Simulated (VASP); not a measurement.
Runs of VASP 6.6.1 on BaHfO3. The structure is that of space group Pm-3m (No. 221), or close to it. The cells are those of the table. 

| task | level | cell | k mesh | cutoff (eV) | smearing | k mesh for the DOS | occupations for the DOS | gap on the mesh (eV) | pressure (GPa) | relaxed volume (Å³/atom) | largest force (eV/Å) |
| --- | --- | --- | --- | --- | --- | --- | --- | --- | --- | --- | --- |
| single point | PBE | a = 4.206 Å, 5 atoms | 6 × 6 × 6 | 520 | gaussian 0.02 eV | - | - | 3.53 | -0.6 | - | - |
| single point | PBE | a = 4.170, b = 4.170, c = 4.170 Å, 5 atoms | 4 × 4 × 4 | 520 | gaussian 0.1 eV | - | - | 3.58 | 3.8 | - | 0.02 |
| single point | PBEsol | a = 4.206 Å, 5 atoms | 6 × 6 × 6 | 520 | gaussian 0.02 eV | - | - | 3.43 | (b) | - | - |
| relaxation of cell and atoms | PBE | relaxed from a = 4.170, b = 4.170, c = 4.170 Å, 5 atoms | 4 × 4 × 4 | 600 | gaussian 0.1 eV | - | - | 3.54 | -0.1 | 14.82 | 0.02 |
| relaxation of cell and atoms | PBE | relaxed from a = 4.205 Å, 5 atoms | 6 × 6 × 6 | 600 | gaussian 0.02 eV | - | - | (a) | 0.0 | 14.81 | - |
| single point | PBE | a = 4.205 Å, 5 atoms | 4 × 4 × 4 | 520 | gaussian 0.1 eV | - | - | 3.53 | (c) | - | - |

Alike in all rows: potentials or basis VASP PAW PBE potentials, release 64 (Ba_sv, Hf_pv, O); no spin polarisation.

Problem. Estimate the missing entries.

Solution. (a) 3.55; (b) -5.9; (c) -0.4.

Caveats: spin-orbit coupling is left out, which moves the levels of the heavy elements; the PAW data sets were made with another functional, which shifts forces and pressure a little (some runs).

A k mesh can miss the band edges, and the runs leave out spin-orbit coupling on Ba, Hf.
